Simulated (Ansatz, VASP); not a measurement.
# Two plane-wave programs on Re

File INCAR:

```
SYSTEM = Re
AGGAC    = 1.0          
AGGAX    = 1.0          
ALDAC    = 0.0          
ALDAX    = 1.0          
ALGO     = Normal         ! electronic algorithm
EDIFF    = 1E-6           ! SCF threshold, eV
ENCUT    = 560            ! plane-wave cutoff, eV
GGA      = B5             ! functional
GGA_COMPAT= .FALSE.      
ISIF     = 2              ! what is computed and relaxed
ISMEAR   = -1             ! smearing method
LASPH    = .TRUE.         ! aspherical terms in the spheres
LCHARG   = .TRUE.         ! write CHGCAR
LELF     = .TRUE.         ! ELF
LREAL    = .FALSE.        ! projectors in reciprocal space
LVHAR    = .TRUE.       
LWAVE    = .FALSE.        ! write WAVECAR
NBANDS   = 30             ! bands
NELM     = 120            ! most SCF steps
PREC     = Accurate       ! precision mode
SIGMA    = 0.1            ! smearing width, eV
```

The input KPOINTS:

```
k-points
0
G
  9 9 13
  0 0 0
```

Contents of POSCAR:

```
Re
1.0
    4.4906469804      0.0000000000      0.0000000000
   -2.2453234902      3.8890143644      0.0000000000
    0.0000000000      0.0000000000      2.8240282545
Re
3
Direct
    1.0000000000      1.0000000000      1.0000000000
    0.3333333333      0.6666666667      0.5000000000
    0.6666666667      0.3333333333      0.5000000000
```

Input for Ansatz:

```yaml
crystal:
  lattice:
    - [4.4906469804, 0.0, 0.0]
    - [-2.2453234902, 3.8890143644, 0.0]
    - [0.0, 0.0, 2.8240282545]
  atoms:
    - { symbol: Re, position: [1.0, 1.0, 1.0] }
    - { symbol: Re, position: [0.3333333333, 0.6666666667, 0.5] }
    - { symbol: Re, position: [0.6666666667, 0.3333333333, 0.5] }
hamiltonian:
  xc: blyp
  pseudopotentials:
    kind: paw
    azcp:
      Re: "pseudopotentials/Re.paw.azcp"
basis:
  ecutwfc: 420
  fft_grid_basis: typed
kpoints:
  mp_grid: { grid: [9, 9, 13], shift: [0, 0, 0] }
magnetization:
  spin_polarized: false
scf:
  occupations: { method: fermi_dirac, width: 0.1 }
  lower_state_search: "off"
output:
  stress: true
  write_density: true
  write_potential: true
  elf: true
  volumetric_format: npy
```

Alike in both runs: task single point; functional BLYP; k mesh 9 × 9 × 13; occupations fermi-dirac, width 0.1 eV; no spin polarisation.

```csv
,VASP,Ansatz
version,VASP 6.6.1,Ansatz 0.2.0
potentials or method,"VASP PAW PBE potentials, release 64 (Re_sv_GW), cutoff 560 eV","plane waves (420 eV) with PAW, scalar-relativistic"
valence electrons in the cell,45,45
```

|  | VASP | Ansatz | Ansatz less VASP |
| --- | --- | --- | --- |
| pressure (GPa) | -11.1 | -11.1 | +0.08 |
| traceless stress, the component that is largest in VASP (GPa) | 0.62 | 0.69 | +0.078 |

VASP's potentials were made for PBE, not for BLYP.

Neither program's run includes spin-orbit coupling.
